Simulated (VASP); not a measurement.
Wanted: the native input for a VASP 6.6.1 run.

```yaml
Task: electric field gradients
Functional: PBE
Potentials_or_basis: VASP PAW PBE potentials, release 64 (Bi_d, Se)
Cutoff: 520 eV
k_mesh: 6 × 6 × 6
Occupations: fermi-dirac, width 0.03 eV
Spin: no spin polarisation
Dipole_correction: no
Further_INCAR_settings: ALGO = Normal; EDIFF = 1e-08; NBANDS = 32
```

The structure of Bi2Se3 lies in POSCAR:

```
Bi2Se3
1.0
    2.0507843038      1.1840208698      9.5453300000
   -2.0507843038      1.1840208698      9.5453300000
    0.0000000000     -2.3680417398      9.5453300000
Bi Se
2 3
Direct
    0.4008000000      0.4008000000      0.4008000000
    0.5992000000      0.5992000000      0.5992000000
    0.0000000000      0.0000000000      0.0000000000
    0.2117000000      0.2117000000      0.2117000000
    0.7883000000      0.7883000000      0.7883000000
```

This cell differs from its parent crystal: equal xx and yy strain of -1 %.

These files were run (other wordings do the same):

INCAR

```
SYSTEM = Bi2Se3
PREC = Accurate
ENCUT = 520
EDIFF = 1E-8
ISMEAR = -1
SIGMA = 0.03
LREAL = .False.
LASPH = .True.
NELM = 80
ALGO = Normal
ISIF = 2
LWAVE = .False.
LCHARG = .False.
GGA = PE
LEFG = .True.
NBANDS = 32
```

KPOINTS

```
regular mesh
0
Gamma
  6 6 6
  0 0 0
```

Potentials or basis: VASP PAW PBE potentials, release 64 (Bi_d, Se).

Run with:

```bash
$ cat potpaw_PBE.64/Bi_d/POTCAR potpaw_PBE.64/Se/POTCAR > POTCAR
$ mpirun -np 1 vasp_std > vasp.out
```

Results of the run:

The pressure is 4.0 GPa, the largest force is 0.332 eV/Å and the band gap on the k mesh is 0.23 eV. The largest electric field gradient by atom is Bi +7.8; Se +80.2, -11.8 (each value once) V/Å².

Caveat: the cell differs from its parent crystal (equal xx and yy strain of -1 %); the cell stands under pressure; without QUAD_EFG the Cq values of the log hold for a quadrupole moment of 1 mb, not for the nuclei; spin-orbit coupling is left out, which moves the levels of the heavy elements.

It took 9.9 min on 1 thread of Intel(R) Xeon(R) 6975P-C (Granite Rapids) (shared host), peak memory 0.93 GiB.
